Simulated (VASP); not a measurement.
Wanted: the native input for a VASP 6.6.1 run.

```
Task                   : single point
Functional             : PBE
Potentials or basis    : VASP PAW PBE potentials, release 64 (B, As)
Cutoff                 : 520 eV
k mesh                 : 10 × 10 × 8
Occupations            : gaussian, width 0.1 eV
Spin                   : no spin polarisation
Dipole correction      : no
Further INCAR settings : ALGO = Normal; EDIFF = 1e-06; NBANDS = 20
```

The structure of B2As lies in POSCAR:

```
B2As
1.0
    2.7117534772     -2.5591635707     -0.0115687625
    2.7117534772      2.5591635707     -0.0115687625
   -1.6718334278      0.0000000000      5.0594206172
B As
4 2
Direct
    0.1722159010      0.4746022989      0.4210565911
    0.5253977011      0.8277840990      0.0789434089
    0.8277840990      0.5253977011      0.5789434089
    0.4746022989      0.1722159010      0.9210565911
    0.0000000000      0.5000000000      0.0000000000
    0.5000000000      0.0000000000      0.5000000000
```

The input as run:

INCAR

```
ALGO = Normal
EDIFF = 1E-6
ENCUT = 520
GGA = PE
ISIF = 2
ISMEAR = 0
LASPH = T
LCHARG = F
LREAL = F
LWAVE = F
NBANDS = 20
NELM = 100
PREC = Accurate
SIGMA = 0.1
```

KPOINTS

```
k-points
0
Gamma
  10 10 8
```

Potentials or basis: VASP PAW PBE potentials, release 64 (B, As).

Run with:

```bash
$ cat potpaw_PBE.64/B/POTCAR potpaw_PBE.64/As/POTCAR > POTCAR
$ mpirun -np 1 vasp_std > vasp.out
```

Results of the run:

* Pressure: 0.4 GPa
* Largest force: 0.017 eV/Å
* Band gap on the k mesh: zero (band 11 reaches 6.86 eV, above the bottom of band 12 at 5.13 eV)

It took 2.5 min on 1 thread of Intel(R) Xeon(R) Platinum 8488C (Sapphire Rapids) (shared host), peak memory 0.38 GiB.
